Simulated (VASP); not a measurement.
Input of a VASP 6.6.1 run:

INCAR

```
SYSTEM = B3As4
ALGO = Normal ; EDIFF = 1E-6
EDIFFG = -0.001 ; ENCUT = 600
GGA = PE ; IBRION = 2
ISIF = 3 ; ISMEAR = 0
LASPH = .TRUE. ; LCHARG = .FALSE.
LREAL = .FALSE. ; LWAVE = .FALSE.
NELM = 60 ; NSW = 80
PREC = Accurate ; SIGMA = 0.1
```

The input KPOINTS:

```
k-points
0
G
  6 6 6
  0 0 0
```

POSCAR

```
B3As4
1.0
    4.7689594832      0.0000000000      0.0000000000
    0.0000000000      4.7689594832      0.0000000000
    0.0000000000      0.0000000000      4.7689594832
B As
3 4
Direct
    0.5000000000      0.0000000000      0.5000000000
    0.0000000000      0.5000000000      0.5000000000
    0.5000000000      0.5000000000      0.0000000000
    0.7524300653      0.7524300653      0.2475699347
    0.2475699347      0.2475699347      0.2475699347
    0.7524300653      0.2475699347      0.7524300653
    0.2475699347      0.7524300653      0.7524300653
```

Potentials or basis: VASP PAW PBE potentials, release 64 (B, As).

Run with:

```console
$ cat potpaw_PBE.64/B/POTCAR potpaw_PBE.64/As/POTCAR > POTCAR
$ mpirun -np 1 vasp_std > vasp.out
```

Question: What does it give for the relaxed volume?

Answer: 15.55 Å³/atom.

Question: What does it give for the relaxed cell?

Answer: a = 4.775 Å, b = 4.775 Å, c = 4.775 Å, α = 90.00°, β = 90.00°, γ = 90.00°.

Question: Predict the space group after relaxing (to 0.05 Å).

Answer: P-43m (No. 215).

The path:
```tsv
step	energy change (eV)	largest force (eV/Å)	pressure (GPa)	volume (Å³)
1	0.0000	0.0421	0.44	108.46
2	-0.0004	0.0206	-0.29	109.12
3	-0.0006	0.0046	0.00	108.86
4	-0.0006	0.0039	0.00	108.86
5	-0.0006	0.0031	-0.01	108.87
6	-0.0006	0.0015	-0.02	108.86
7	-0.0006	0.0034	-0.01	108.84
8	-0.0006	0.0017	0.00	108.85
9	-0.0006	0.0001	0.00	108.85
```
